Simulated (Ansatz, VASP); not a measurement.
# Two plane-wave programs on AlCuC4N4

```
CELL_PARAMETERS angstrom
5.70424 0.00000 0.00000
0.00000 5.70424 0.00000
0.00000 0.00000 5.70424
ATOMIC_POSITIONS crystal
Al 0.50000 0.50000 0.50000
Cu 0.00000 0.00000 0.00000
C 0.19451 0.19451 0.19451
C 0.19451 0.80549 0.80549
C 0.80549 0.19451 0.80549
C 0.80549 0.80549 0.19451
N 0.31338 0.31338 0.31338
N 0.31338 0.68662 0.68662
N 0.68662 0.31338 0.68662
N 0.68662 0.68662 0.31338
```

Alike in both runs: functional PBE; k mesh 4 × 4 × 4; occupations gaussian, width 0.02 eV; no spin polarisation.

Ansatz relaxed the structure, and its values are those at the end. VASP's run is a single point on that final structure, the one shown.

|  | VASP | Ansatz |
| --- | --- | --- |
| version | VASP 6.6.1 | Ansatz 0.2.0 |
| potentials or method | VASP PAW PBE potentials, release 64 (Al, Cu, C, N), cutoff 520 eV | scalar-relativistic, plane waves, PAW |
| valence electrons in the cell | 50 | 58 |

VASP gave:

```
gap on the k mesh at the Fermi level (eV) : 3.98
least direct gap on the mesh (eV)         : 4.08
pressure (GPa)                            : 0.4
rms of the force components (eV/Å)        : 0.176
```

Q: Which values does Ansatz return?

A: gap on the k mesh at the Fermi level (eV): 3.97; least direct gap on the mesh (eV): 4.07; pressure (GPa): 0.0; rms of the force components (eV/Å): 0.004.

One of these differences is far larger than is usual between the two programs; its cause wasn't traced. VASP's potentials hold 50 valence electrons a cell and Ansatz's 58, so a difference there can come from the potentials and not from the codes.

Noted on VASP's run: the standard files for N, O and F lose accuracy on very short bonds.
